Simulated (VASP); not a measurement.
# InSb (F-43m) in VASP: a series of runs, part 2 of 2

VASP 6.6.1. Earlier steps stand in the parts before.

### 4 Single point, PBEsol (volume scaled by 1.000 of the coarse rest volume)

The input, INCAR:

```
SYSTEM = InSb
PREC = Accurate ; ENCUT = 500
EDIFF = 1E-6 ; ISMEAR = -1
SIGMA = 0.15 ; LREAL = .False.
LASPH = .True. ; NELM = 120
ALGO = Normal ; ISIF = 2
LWAVE = .False. ; LCHARG = .False.
GGA = PS ; NBANDS = 16
GGA_COMPAT = .False.
```

The input, KPOINTS:

```
regular mesh
0
Gamma
  8 8 8
  0 0 0
```

The input, POSCAR:

```
InSb
1.0
    0.0000000000      3.2611000000      3.2611000000
    3.2611000000      0.0000000000      3.2611000000
    3.2611000000      3.2611000000      0.0000000000
In Sb
1 1
Direct
    0.0000000000      0.0000000000      0.0000000000
    0.2500000000      0.2500000000      0.2500000000
```

Potentials or basis: VASP PAW PBE potentials, release 64 (In_d, Sb).

Launch:

```bash
> cat potpaw_PBE.64/In_d/POTCAR potpaw_PBE.64/Sb/POTCAR > POTCAR
> mpirun -np 1 vasp_std > vasp.out
```

OUTCAR:

```text
SYSTEM = InSb
   PREC = Accurate
   ENCUT = 500
   EDIFF = 1E-6
   ISMEAR = -1
   LREAL = .False.
   LASPH = .True.
   NELM = 120
   ISIF = 2
   GGA = PS

 ion  position               nearest neighbor table
   1  0.000  0.000  0.000-   2 2.82   2 2.82   2 2.82   2 2.82
   2  0.250  0.250  0.250-   1 2.82   1 2.82   1 2.82   1 2.82

  LATTYP: Found a face centered cubic cell.
 ALAT       =     6.5222000000

  Lattice vectors:

 A1 = (   0.0000000000,   3.2611000000,   3.2611000000)
 A2 = (   3.2611000000,   0.0000000000,   3.2611000000)
 A3 = (   3.2611000000,   3.2611000000,   0.0000000000)

Analysis of symmetry for initial positions (statically):
=====================================================================
 Subroutine PRICEL returns:
 Original cell was already a primitive cell.

 Routine SETGRP: Setting up the symmetry group for a
 face centered cubic supercell.

 Subroutine GETGRP returns: Found 24 space group operations
 (whereof 24 operations were pure point group operations)
 out of a pool of 48 trial point group operations.

The static configuration has the point symmetry T_d .

Analysis of symmetry for dynamics (positions and initial velocities):
=====================================================================
 Subroutine PRICEL returns:
 Original cell was already a primitive cell.

 Routine SETGRP: Setting up the symmetry group for a
 face centered cubic supercell.

 Subroutine GETGRP returns: Found 24 space group operations
 (whereof 24 operations were pure point group operations)
 out of a pool of 48 trial point group operations.

The dynamic configuration has the point symmetry T_d .

 Subroutine INISYM returns: Found 24 space group operations
 (whereof 24 operations are pure point group operations),
 and found     1 'primitive' translations
[... 103 lines left out ...]
   POTIM  = 0.5000    time-step for ionic-motion
   TEBEG  =    0.0;   TEEND  =   0.0 temperature during run
   PSTRESS=    0.0 pullay stress
   NELECT =      18.0000    total number of electrons
   NUPDOWN=      -1.0000    fix difference up-down
   EMIN   =  10.00;   EMAX   =-10.00  energy-range for DOS
   EFERMI =   0.00;   METHOD = LEGACY
   ISMEAR =    -1;   SIGMA  =   0.15  broadening in eV -4-tet -1-fermi 0-gaus
   EFERMI_NEDOS =   21; number of points for ismear=-14 and -15
   IALGO  =     38    algorithm
   IMIX   =      4    mixing-type and parameters
     AMIX     =   0.40;   BMIX     =  1.00
     AMIX_MAG =   1.60;   BMIX_MAG =  1.00
  volume/ion in A,a.u.               =      34.68       234.04
  Fermi-wavevector in a.u.,A,eV,Ry     =   1.044219  1.973288 14.835699  1.090393
  Thomas-Fermi vector in A             =   2.178962
   LORBIT       =      0    0 simple, 1 ext, 2 COOP (PROOUT), +10 PAW based schemes
   GGA     = PS    functional components
   LHFCALC =     F    Hartree Fock is set to
   AEXX    =    0.0000 exact exchange contribution
   IVDW    =     0    specifies the selected vdW correction
   LEPSILON=     F    determine dielectric tensor
   LRPA    =     F    only Hartree local field effects (RPA)
 non-spin polarized calculation
  energy-cutoff  :      500.00
  volume of cell :       69.36
 maximum number of plane-waves:      1807
 NGX is ok and might be reduce to    36
   NGX = 17   NGY = 17   NGZ = 17

 number of electron      17.9999995 magnetization

 Free energy of the ion-electron system (eV)
  ---------------------------------------------------
  ext. energy  EPLUGINS =         0.00000000
  ---------------------------------------------------
  free energy    TOTEN  =        -7.69914095 eV

  energy without entropy =       -7.68947210  energy(sigma->0) =       -7.69430653

 E-fermi :   4.9429     XC(G=0):  -8.7845

 val. band max:        4.7534365012   @ k =   0.0000   0.0000   0.0000
 cond. band min:       5.1912523412   @ k =   0.5000   0.0000   0.0000
 fundamental gap:      0.4378158400
 Fermi energy:         4.9428827436

 k-point     1 :       0.0000    0.0000    0.0000
  band No.  band energies     occupation
      1      -9.7437      2.00000
      2      -9.7437      2.00000
      3      -9.7437      2.00000
      4      -9.6625      2.00000
      5      -9.6625      2.00000
      6      -5.8703      2.00000
[... 433 lines left out ...]
      3      -9.7153      2.00000
      4      -9.6664      2.00000
      5      -9.6608      2.00000
      6      -4.2765      2.00000
[... 8 lines left out ...]
     15      13.6301      0.00000
     16      14.0860      0.00000

 [... further k-points ...]
[... 5 lines left out ...]
  --------------------------------------------------------------------------------------
  -------------------------------------------------------------------------------------
  Total        0.0024413      0.0024413      0.0024413      0.0000000      0.0000000      0.0000000
  in kB        0.0563918      0.0563918      0.0563918      0.0000000      0.0000000      0.0000000
  external PRESSURE =       0.0563918 kB  Pullay stress =       0.0000000 kB

 VOLUME and BASIS-vectors are now :
 -----------------------------------------------------------------------------
  energy-cutoff  :      500.00
  volume of cell :       69.36
      direct lattice vectors                 reciprocal lattice vectors
     0.000000000  3.261100000  3.261100000    -0.153322499  0.153322499  0.153322499
     3.261100000  0.000000000  3.261100000     0.153322499 -0.153322499  0.153322499
     3.261100000  3.261100000  0.000000000     0.153322499  0.153322499 -0.153322499

 POSITION                                       TOTAL-FORCE (eV/Angst)
 -----------------------------------------------------------------------------------
      0.00000      0.00000      0.00000         0.000000     -0.000000     -0.000000
      1.63055      1.63055      1.63055        -0.000000      0.000000      0.000000
 -----------------------------------------------------------------------------------
    total drift:                                0.000000      0.000000      0.000000

  FREE ENERGIE OF THE ION-ELECTRON SYSTEM (eV)
  ---------------------------------------------------
  free  energy   TOTEN  =        -7.6991409462 eV

  energy  without entropy=       -7.6894721043  energy(sigma->0) =       -7.69430653
```

stdout:

```text
POSCAR found type information on POSCAR InSb
 POSCAR found :  2 types and       2 ions
 scaLAPACK will be used
 -----------------------------------------------------------------------------
|                                                                             |
|                                                                             |
|     You enforced a specific xc type in the INCAR file but a different       |
|     I HOPE YOU KNOW WHAT YOU ARE DOING!                                     |
|                                                                             |
 -----------------------------------------------------------------------------

 LDA part: xc-table for (Slater+PW92), standard interpolation
 POSCAR, INCAR and KPOINTS ok, starting setup
 FFT: planning ... GRIDC
 FFT: planning ... GRID_SOFT
 FFT: planning ... GRID
 WAVECAR not read
 entering main loop
```

Run time: 13 s. Hardware: 1 thread of Intel Xeon 6975P-C (Granite Rapids), shared host; peak memory 0.21 GiB.

What came out:

| Property | Result |
| --- | --- |
| Free energy | -7.6991 eV |
| Pressure | 0.0 GPa |
| Band gap on the k mesh | zero (filled and empty bands touch) |

Levels at points of the mesh, in eV from the Fermi level:
```
           k point  band 7  band 8  band 9  band 10  band 11  band 12
(0.00, 0.00, 0.00)   -0.56   -0.19   -0.19    -0.19     2.74     2.74
(0.50, 0.00, 0.00)   -5.75   -1.17   -1.17     0.25     3.58     3.58
(0.50, 0.50, 0.00)   -6.05   -2.40   -2.40     1.09     1.10     7.82
```

Caveat: the PAW data sets were made with another functional, which shifts forces and pressure a little; spin-orbit coupling is left out, which moves the levels of the heavy elements.

### 5 The runs side by side

| cell | k mesh | smearing | gap on the mesh (eV) | pressure (GPa) |
| --- | --- | --- | --- | --- |
| a = 4.612 Å, angles 60.0°, 2 atoms | 4 × 4 × 4 | gaussian 0.05 eV | none | 0.5 |
| a = 4.578 Å, angles 60.0°, 2 atoms | 6 × 6 × 6 | gaussian 0.05 eV | none | 1.0 |
| a = 4.612 Å, angles 60.0°, 2 atoms | 8 × 8 × 8 | fermi-dirac 0.15 eV | none | 0.0 |

Alike in all rows: task single point; level PBEsol; potentials or basis VASP PAW PBE potentials, release 64 (In_d, Sb); no spin polarisation; cutoff (eV) 500.

Caveats: some runs use coarse meshes; the PAW data sets were made with another functional, which shifts forces and pressure a little; spin-orbit coupling is left out, which moves the levels of the heavy elements.

Total energies depend on the potentials used, so only differences within one code and one set of settings carry meaning.
